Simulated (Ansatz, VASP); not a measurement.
Two plane-wave programs on Si3N4

```
Si N
1.0
     7.60180    0.00000    0.00000
    -3.80090    6.58335    0.00000
     0.00000    0.00000    2.90660
Si N
6 8
Direct
  0.17370 0.76755 0.25000
  0.40615 0.17370 0.75000
  0.23245 0.40615 0.25000
  0.82630 0.23245 0.75000
  0.59385 0.82630 0.25000
  0.76755 0.59385 0.75000
  0.33333 0.66667 0.25000
  0.66667 0.33333 0.75000
  0.32970 0.02960 0.25000
  0.30010 0.32970 0.75000
  0.97040 0.30010 0.25000
  0.67030 0.97040 0.75000
  0.69990 0.67030 0.25000
  0.02960 0.69990 0.75000
```

Alike in both runs: functional PBE; k mesh 4 × 4 × 10; occupations fermi-dirac, width 0.02 eV; no spin polarisation.

Ansatz relaxed the structure, and its values are those at the end. VASP's run is a single point on that final structure, the one shown.

|  | VASP | Ansatz |
| --- | --- | --- |
| version | VASP 6.6.1 | Ansatz 0.2.0 |
| potentials or method | VASP PAW PBE potentials, release 64 (Si, N) | plane-wave PAW, scalar-relativistic |
| plane-wave cutoff (eV) | 600 | 420 |
| valence electrons in the cell | 64 | 64 |

Ansatz gave:

| Item | Value |
| --- | --- |
| gap on the k mesh at the Fermi level (eV) | 4.33 |
| pressure (GPa) | 5.6 |

Q: Which values does VASP return?

A: gap on the k mesh at the Fermi level (eV): 4.32; pressure (GPa): 5.2.

With one functional, cell and mesh, what is left measures potentials, basis and numerics. Ansatz's warnings: stress scf threshold loose.
